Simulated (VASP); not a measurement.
Runs of VASP 6.6.1 on Ca. The structure is that of space group Immm (No. 71), or close to it. The cells are those of the table. 

| cell | further INCAR settings | gap on the mesh (eV) | pressure (GPa) |
| --- | --- | --- | --- |
| a = 3.882 Å, angles 106.4, 112.5, 109.5°, 1 atom | ALGO = Fast; EDIFF = 1e-07; NBANDS = 11 | none | -1.5 |
| a = 3.891 Å, angles 102.0, 117.1, 109.7°, 1 atom | ALGO = Fast; EDIFF = 1e-06; NBANDS = 11 | none | -1.4 |
| a = 3.902 Å, angles 99.0, 120.2, 109.9°, 1 atom | ALGO = Fast; EDIFF = 1e-06; NBANDS = 11 | none | (a) |
| a = 3.909 Å, angles 121.7, 97.5, 110.1°, 1 atom | ALGO = Fast; EDIFF = 1e-06; NBANDS = 11 | none | -1.1 |
| a = 3.896 Å, angles 100.5, 118.6, 109.8°, 1 atom | ALGO = Fast; EDIFF = 1e-07; NBANDS = 11 | none | -1.4 |
| a = 3.887 Å, angles 115.6, 103.4, 109.6°, 1 atom | ALGO = Fast; EDIFF = 1e-07; NBANDS = 11 | none | -1.5 |
| a = 3.884 Å, angles 104.9, 114.0, 109.6°, 1 atom | ALGO = Fast; EDIFF = 1e-07; NBANDS = 11 | none | -1.5 |

Alike in all rows: task single point; level PBEsol; potentials or basis VASP PAW PBE potentials, release 64 (Ca_sv); no spin polarisation; k mesh 16 × 16 × 16; cutoff (eV) 520; smearing gaussian 0.15 eV.

Q: Estimate the missing entries.

A: (a) -1.3.

Caveats: the PAW data sets were made with another functional, which shifts forces and pressure a little.

A gap of «none» marks levels without a gap at the run's occupations.
